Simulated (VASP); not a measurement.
Here is a VASP 6.6.1 calculation.

INCAR

```
PREC = Accurate
ENCUT = 520
EDIFF = 1E-6
ISMEAR = -1
SIGMA = 0.01
LREAL = Auto
LASPH = T
NELM = 120
ALGO = Normal
ISIF = 2
LWAVE = F
LCHARG = F
GGA = CA
NBANDS = 90
NELECT = 136.0
GGA_COMPAT = F
```

KPOINTS

```
Automatic mesh
0
Gamma
  1 1 1
  0.25 0.25 0.25
```

File POSCAR:

```
CaAl15N16
1.0
    6.2595139128      0.0000000578      0.0000000000
   -3.1297570064      5.4208980350      0.0000000000
    0.0000000000      0.0000000000     10.0348065929
Al Ca N
15 1 16
Direct
    0.3345055424      0.1625576958      0.2471631128
    0.3350892089      0.1617215030      0.7561700085
    0.1661239209      0.3309041343      0.9941337764
    0.3333687556      0.6658832491      0.2469515798
    0.1724287653      0.8341302350      0.4943337077
    0.3344456019      0.6679747785      0.7566332370
    0.1635466736      0.8301213879      1.0015266907
    0.8311410014      0.1636938212      0.2469262781
    0.6629815909      0.3244924080      0.4943525862
    0.8287940518      0.1623424192      0.7566497306
    0.6668566833      0.3335621827      1.0015181326
    0.8327424372      0.6643140089      0.2510834431
    0.6613856474      0.8352462347      0.4940631509
    0.8325771421      0.6643973197      0.7462870820
    0.6666546052      0.8304816111      1.0014788779
    0.1666750935      0.3301670219      0.5100817569
    0.3460933310      0.1511610989      0.4293230193
    0.1679670196      0.3291161592      0.1858591398
    0.3349054044      0.1619526437      0.9441293942
    0.1672758851      0.3293716699      0.7267663432
    0.3459920682      0.6955532112      0.4283810165
    0.1624653784      0.8270799597      0.1869759649
    0.3345089222      0.6724477240      0.9446926973
    0.1686730346      0.8301625507      0.6887308413
    0.8011074285      0.1505163181      0.4283366869
    0.6699400525      0.3345985636      0.1869461334
    0.8246265867      0.1626603838      0.9447737840
    0.6667998819      0.3282030207      0.6887897730
    0.8310108713      0.6658938920      0.4406309836
    0.6692421381      0.8277911609      0.1871072608
    0.8312265288      0.6658486525      0.9365276549
    0.6659701657      0.8306383299      0.6901116477
```

Potentials or basis: VASP PAW LDA potentials, release 64 (Al, Ca_sv, N).

Launch:

```bash
$ cat potpaw_LDA.64/Al/POTCAR potpaw_LDA.64/Ca_sv/POTCAR potpaw_LDA.64/N/POTCAR > POTCAR
$ mpirun -np 1 vasp_std > vasp.out
```

(1) Estimate the largest force.

Results:

(1) 0.431 eV/Å.

Caveat: the k points lie up to 0.58 Å⁻¹ apart; the cell carries a net charge on a neutralising background, which shifts energy and pressure.
